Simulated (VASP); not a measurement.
# MgS (Cm) in VASP: single point with PBEsol

Aim: the single point of MgS with PBEsol.

All numbers are computed with VASP 6.6.1; they aren't measurements. Logs are shortened: lines on timing, memory, paths and dates and some standing lists are left out, and cuts for length are marked.

### 1 The cell of the first run

The structure is monoclinic, space group Cm (No. 8). The conventional cell has a = 6.940 Å, b = 4.007 Å, c = 4.007 Å, α = 90.00°, β = 125.26°, γ = 90.00°. Mg (site symmetry m) has 4 S at 2.24 to 2.67 Å within 3.0 Å. Within 3.0 Å of S (site symmetry m) lie 4 Mg at 2.24 to 2.67 Å.

### 2 Single point, PBEsol (all Mg atoms moved +0.263 Å, as atom 1 along Cartesian [1 1 0])

Contents of INCAR:

```
SYSTEM = MgS
PREC     = Accurate       ! precision mode
ENCUT    = 520            ! plane-wave cutoff, eV
EDIFF    = 1E-6           ! SCF threshold, eV
ISMEAR   = 0              ! smearing method
SIGMA    = 0.05           ! smearing width, eV
LREAL    = .FALSE.        ! projectors in reciprocal space
LASPH    = .TRUE.         ! aspherical terms in the spheres
NELM     = 100            ! most SCF steps
ALGO     = Normal         ! electronic algorithm
ISIF     = 2              ! what is computed and relaxed
LWAVE    = .FALSE.        ! write WAVECAR
LCHARG   = .FALSE.        ! write CHGCAR
GGA      = PS             ! functional
NBANDS   = 11             ! bands
```

Contents of KPOINTS:

```
regular mesh
0
G
  8 8 8
  0 0 0
```

Contents of POSCAR:

```
MgS
1.0
    0.0000000000      2.8331200468      2.8331200468
    2.8331200468      0.0000000000      2.8331200468
    2.8331200468      2.8331200468      0.0000000000
Mg S
1 1
Direct
    0.0000000000      0.0000000000      0.0655162955
    0.7500000000      0.7500000000      0.7500000000
```

Potentials or basis: VASP PAW PBE potentials, release 64 (Mg, S).

Started as:

```console
cat potpaw_PBE.64/Mg/POTCAR potpaw_PBE.64/S/POTCAR > POTCAR
mpirun -np 1 vasp_std > vasp.out
```

OUTCAR:

```text
SYSTEM = MgS
   PREC = Accurate
   ENCUT = 520
   EDIFF = 1E-6
   ISMEAR = 0
   LREAL = .FALSE.
   LASPH = .TRUE.
   NELM = 100
   ISIF = 2
   GGA = PS

 ion  position               nearest neighbor table
   1  0.000  0.000  0.066-   2 2.24   2 2.47   2 2.47   2 2.67
   2  0.750  0.750  0.750-   1 2.24   1 2.47   1 2.47   1 2.67

  LATTYP: Found a face centered cubic cell.
 ALAT       =     5.6662400936

  Lattice vectors:

 A1 = (   0.0000000000,   2.8331200468,   2.8331200468)
 A2 = (   2.8331200468,   0.0000000000,   2.8331200468)
 A3 = (   2.8331200468,   2.8331200468,   0.0000000000)

Analysis of symmetry for initial positions (statically):
=====================================================================
 Subroutine PRICEL returns:
 Original cell was already a primitive cell.

 Routine SETGRP: Setting up the symmetry group for a
 face centered cubic supercell.

 Subroutine GETGRP returns: Found  2 space group operations
 (whereof  2 operations were pure point group operations)
 out of a pool of 48 trial point group operations.

The static configuration has the point symmetry C_1h.

Analysis of symmetry for dynamics (positions and initial velocities):
=====================================================================
 Subroutine PRICEL returns:
 Original cell was already a primitive cell.

 Routine SETGRP: Setting up the symmetry group for a
 face centered cubic supercell.

 Subroutine GETGRP returns: Found  2 space group operations
 (whereof  2 operations were pure point group operations)
 out of a pool of 48 trial point group operations.

The dynamic configuration has the point symmetry C_1h.

 Subroutine INISYM returns: Found  2 space group operations
 (whereof  2 operations are pure point group operations),
 and found     1 'primitive' translations

----------------------------------------------------------------------------------------

                                     Primitive cell

  volume of cell :      45.4805

  direct lattice vectors                    reciprocal lattice vectors
     0.000000000  2.833120047  2.833120047    -0.176483874  0.176483874  0.176483874
     2.833120047  0.000000000  2.833120047     0.176483874 -0.176483874  0.176483874
     2.833120047  2.833120047  0.000000000     0.176483874  0.176483874 -0.176483874

  length of vectors
     4.006636794  4.006636794  4.006636794     0.305679036  0.305679036  0.305679036

  position of ions in fractional coordinates (direct lattice)
     0.000000000  0.000000000  0.065516295
     0.750000000  0.750000000  0.750000000

  ion indices of the primitive-cell ions
   primitive index   ion index
                 1           1
                 2           2

----------------------------------------------------------------------------------------

 KPOINTS: regular mesh

Automatic generation of k-mesh.
 Grid dimensions read from file:
 generate k-points for:    8    8    8

 Generating k-lattice:

  Cartesian coordinates                     Fractional coordinates (reciprocal lattice)
    -0.022060484  0.022060484  0.022060484     0.125000000  0.000000000  0.000000000
     0.022060484 -0.022060484  0.022060484     0.000000000  0.125000000  0.000000000
     0.022060484  0.022060484 -0.022060484     0.000000000  0.000000000  0.125000000

  Length of vectors
     0.038209879  0.038209879  0.038209879

  Shift w.r.t. Gamma in fractional coordinates (k-lattice)
     0.000000000  0.000000000  0.000000000

 Subroutine IBZKPT returns following result:
 ===========================================

 Found    150 irreducible k-points:

 Following reciprocal coordinates:
            Coordinates               Weight
  0.000000  0.000000  0.000000      1.000000
  0.125000  0.000000  0.000000      4.000000
  0.000000  0.000000  0.125000      2.000000
  0.125000  0.125000  0.125000      2.000000
  0.250000  0.000000  0.000000      4.000000
  0.000000  0.000000  0.250000      2.000000
[... 16 lines left out ...]
  0.375000  0.125000  0.000000      4.000000
  0.000000  0.375000  0.125000      4.000000
 [... further k-points ...]
   k-points           NKPTS =    150   k-points in BZ     NKDIM =    150   number of bands    NBANDS=     11
   number of dos      NEDOS =    301   number of ions     NIONS =      2
   total plane-waves  NPLWV =  27000
   dimension x,y,z NGX =    30 NGY =   30 NGZ =   30
   dimension x,y,z NGXF=    60 NGYF=   60 NGZF=   60
   ions per type =               1   1
   NGX,Y,Z   is equivalent  to a cutoff of  12.45, 12.45, 12.45 a.u.
   NGXF,Y,Z  is equivalent  to a cutoff of  24.90, 24.90, 24.90 a.u.
 SYSTEM =  MgS
   PREC   = accura    normal or accurate (medium, high low for compatibility)
   ISTART =      0    job   : 0-new  1-cont  2-samecut
   ICHARG =      2    charge: 1-file 2-atom 10-const
   ISPIN  =      1    spin polarized calculation?
   LNONCOLLINEAR =      F non collinear calculations
   LSORBIT =      F    spin-orbit coupling
   LASPH  =      T    aspherical Exc in radial PAW
   ENCUT  =  520.0 eV  38.22 Ry    6.18 a.u.   7.45  7.45  7.45*2*pi/ulx,y,z
   NELM   =    100;   NELMIN=  2; NELMDL= -5     # of ELM steps
   EDIFF  = 0.1E-05   stopping-criterion for ELM
   LREAL  =      F    real-space projection
   EDIFFG = 0.1E-04   stopping-criterion for IOM
   NSW    =      0    number of steps for IOM
   IBRION =     -1    ionic relax: 0-MD 1-quasi-New 2-CG
   NFREE  =      0    steps in history (QN), initial steepest desc. (CG)
   ISIF   =      2    stress and relaxation
   ISYM   =      2    0-nonsym 1-usesym 2-fastsym
   POTIM  = 0.5000    time-step for ionic-motion
   TEBEG  =    0.0;   TEEND  =   0.0 temperature during run
   PSTRESS=    0.0 pullay stress
   NELECT =       8.0000    total number of electrons
   NUPDOWN=      -1.0000    fix difference up-down
   EMIN   =  10.00;   EMAX   =-10.00  energy-range for DOS
   EFERMI =   0.00;   METHOD = LEGACY
   ISMEAR =     0;   SIGMA  =   0.05  broadening in eV -4-tet -1-fermi 0-gaus
   EFERMI_NEDOS =   21; number of points for ismear=-14 and -15
   IALGO  =     38    algorithm
   IMIX   =      4    mixing-type and parameters
     AMIX     =   0.40;   BMIX     =  1.00
     AMIX_MAG =   1.60;   BMIX_MAG =  1.00
  volume/ion in A,a.u.               =      22.74       153.46
  Fermi-wavevector in a.u.,A,eV,Ry     =   0.917269  1.733386 11.447692  0.841382
  Thomas-Fermi vector in A             =   2.042218
   LORBIT       =      0    0 simple, 1 ext, 2 COOP (PROOUT), +10 PAW based schemes
   GGA     = PS    functional components
   LHFCALC =     F    Hartree Fock is set to
   AEXX    =    0.0000 exact exchange contribution
   IVDW    =     0    specifies the selected vdW correction
   LEPSILON=     F    determine dielectric tensor
   LRPA    =     F    only Hartree local field effects (RPA)
 non-spin polarized calculation
 Gauss-broadening in eV      SIGMA  =   0.05
  energy-cutoff  :      520.00
  volume of cell :       45.48
 maximum number of plane-waves:      1243
 NGX is ok and might be reduce to    30
   NGX = 15   NGY = 15   NGZ = 15

 number of electron       8.0000001 magnetization

 Free energy of the ion-electron system (eV)
  ---------------------------------------------------
  ext. energy  EPLUGINS =         0.00000000
  ---------------------------------------------------
  free energy    TOTEN  =        -8.71979531 eV

  energy without entropy =       -8.71979531  energy(sigma->0) =       -8.71979531

 E-fermi :   1.4806     XC(G=0):  -8.5635

 val. band max:        1.2819059216   @ k =   0.0000   0.0000   0.0000
 cond. band min:       4.2358053376   @ k =   0.0000   0.0000   0.0000
 fundamental gap:      2.9538994161
 Fermi energy:         1.4805903863

 k-point     1 :       0.0000    0.0000    0.0000
  band No.  band energies     occupation
      1     -10.2913      2.00000
      2       0.6551      2.00000
      3       0.9883      2.00000
      4       1.2819      2.00000
      5       4.2358      0.00000
      6       8.8032      0.00000
      7       8.8812      0.00000
      8       8.9948      0.00000
      9      11.7666      0.00000
     10      11.8907      0.00000
     11      14.0810      0.00000

 k-point     2 :       0.1250    0.0000    0.0000
  band No.  band energies     occupation
      1     -10.2033      2.00000
      2       0.2239      2.00000
      3       0.7091      2.00000
      4       1.1920      2.00000
      5       4.9096      0.00000
      6       8.5489      0.00000
      7       8.9944      0.00000
      8       9.2665      0.00000
      9      11.2793      0.00000
     10      11.3995      0.00000
     11      13.7593      0.00000

 k-point     3 :       0.0000    0.0000    0.1250
  band No.  band energies     occupation
      1     -10.2005      2.00000
      2       0.0145      2.00000
      3       0.9337      2.00000
      4       1.2108      2.00000
      5       4.8744      0.00000
      6       8.7063      0.00000
      7       9.0740      0.00000
      8       9.1377      0.00000
      9      11.1701      0.00000
     10      11.2350      0.00000
     11      13.9878      0.00000

 k-point     4 :       0.1250    0.1250    0.1250
  band No.  band energies     occupation
      1     -10.2063      2.00000
      2       0.4733      2.00000
      3       0.6769      2.00000
      4       0.9375      2.00000
      5       4.9427      0.00000
      6       8.6594      0.00000
      7       8.8804      0.00000
      8       9.1470      0.00000
      9      11.3814      0.00000
     10      11.5168      0.00000
     11      13.6603      0.00000
[... 239 lines left out ...]
 k-point    22 :       0.2500    0.2500    0.1250
  band No.  band energies     occupation
      1     -10.0000      2.00000
      2      -0.3984      2.00000
      3       0.4127      2.00000
      4       0.6448      2.00000
      5       5.9857      0.00000
      6       7.9765      0.00000
      7       8.9291      0.00000
      8       9.3080      0.00000
      9      10.7214      0.00000
     10      12.6162      0.00000
     11      14.0382      0.00000

 k-point    23 :       0.3750    0.1250    0.0000
  band No.  band energies     occupation
      1      -9.7430      2.00000
      2      -1.5417      2.00000
      3       0.2982      2.00000
      4       0.7185      2.00000
      5       6.3152      0.00000
      6       7.9874      0.00000
      7       8.7534      0.00000
      8       9.5511      0.00000
      9      11.5610      0.00000
     10      13.3329      0.00000
     11      13.7726      0.00000

 k-point    24 :       0.0000    0.3750    0.1250
  band No.  band energies     occupation
      1      -9.7464      2.00000
      2      -1.4873      2.00000
      3       0.1942      2.00000
      4       0.7486      2.00000
      5       6.4024      0.00000
      6       7.9177      0.00000
      7       8.9092      0.00000
      8       9.2161      0.00000
      9      11.7805      0.00000
     10      13.4508      0.00000
     11      13.7136      0.00000

 [... further k-points ...]
[... 5 lines left out ...]
  --------------------------------------------------------------------------------------
  -------------------------------------------------------------------------------------
  Total        0.2103804      0.2103804      0.5990573      0.5306985     -1.2280044     -1.2280044
  in kB        7.4112397      7.4112397     21.1034755     18.6953468    -43.2599058    -43.2599070
  external PRESSURE =      11.9753183 kB  Pullay stress =       0.0000000 kB

 VOLUME and BASIS-vectors are now :
 -----------------------------------------------------------------------------
  energy-cutoff  :      520.00
  volume of cell :       45.48
      direct lattice vectors                 reciprocal lattice vectors
     0.000000000  2.833120047  2.833120047    -0.176483874  0.176483874  0.176483874
     2.833120047  0.000000000  2.833120047     0.176483874 -0.176483874  0.176483874
     2.833120047  2.833120047  0.000000000     0.176483874  0.176483874 -0.176483874

 POSITION                                       TOTAL-FORCE (eV/Angst)
 -----------------------------------------------------------------------------------
      0.18562      0.18562      0.00000        -1.104660     -1.104660      0.687021
      4.24968      4.24968      4.24968         1.104660      1.104660     -0.687021
 -----------------------------------------------------------------------------------
    total drift:                                0.000100      0.000100      0.000016

  FREE ENERGIE OF THE ION-ELECTRON SYSTEM (eV)
  ---------------------------------------------------
  free  energy   TOTEN  =        -8.7197953062 eV

  energy  without entropy=       -8.7197953062  energy(sigma->0) =       -8.71979531
```

It took 96 s on 1 thread of Intel Xeon 8259CL, shared host; peak memory 0.23 GiB.

Results:

- Free energy: -8.7198 eV
- Pressure: 1.2 GPa
- Largest force: 1.707 eV/Å
- Band gap on the k mesh: 2.95 eV

Forces on the atoms (eV/Å):
```
Mg  -1.105 -1.105  0.687
S    1.105  1.105 -0.687
```

Levels at points of the mesh, in eV from the valence-band top:
```csv
k point,band 2,band 3,band 4,band 5,band 6,band 7
"(0.00, 0.00, 0.00)",-0.63,-0.29,0.00,2.95,7.52,7.60
"(0.50, 0.00, 0.00)",-3.48,-0.86,-0.38,4.63,7.02,7.53
"(0.00, 0.00, 0.50)",-3.68,-0.63,-0.37,4.71,7.26,7.53
"(0.50, 0.50, 0.50)",-3.25,-0.91,-0.61,4.66,6.95,7.29
"(0.50, 0.50, 0.00)",-3.18,-1.33,-1.28,3.38,5.18,10.52
"(0.00, 0.50, 0.50)",-3.15,-1.50,-1.17,3.40,5.23,10.54
```

Caveat: the cell differs from its parent crystal (all Mg atoms moved +0.263 Å, as atom 1 along Cartesian [1 1 0]); the PAW data sets were made with another functional, which shifts forces and pressure a little. A k mesh can miss the band edges.
